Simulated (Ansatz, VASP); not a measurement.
# Two plane-wave programs on Ta

```
CELL_PARAMETERS angstrom
-1.64578 1.64578 1.64578
1.64578 -1.64578 1.64578
1.64578 1.64578 -1.64578
ATOMIC_POSITIONS crystal
Ta 0.00000 0.00000 0.00000
```

Alike in both runs: functional r2SCAN; k mesh 8 × 8 × 8; occupations gaussian, width 0.1 eV; no spin polarisation.

Ansatz relaxed the structure, and its values are those at the end. VASP's run is a single point on that final structure, the one shown.

|  | VASP | Ansatz |
| --- | --- | --- |
| version | VASP 6.6.1 | Ansatz 0.2.0 |
| potentials or method | VASP PAW PBE potentials, release 64 (Ta_pv), cutoff 520 eV | scalar-relativistic, plane waves, PAW |
| valence electrons in the cell | 11 | 13 |

```csv
,VASP,Ansatz,Ansatz less VASP
gap on the k mesh at the Fermi level (eV),none,none,-
pressure (GPa),0.6,-0.1,-0.67
```

VASP's potentials were made for PBE, not for r2SCAN. A gap of «none» marks a metal or a gap that the smearing closes. VASP's potentials hold 11 valence electrons a cell and Ansatz's 13, so a difference there can come from the potentials and not from the codes.

Spin-orbit coupling is off throughout.
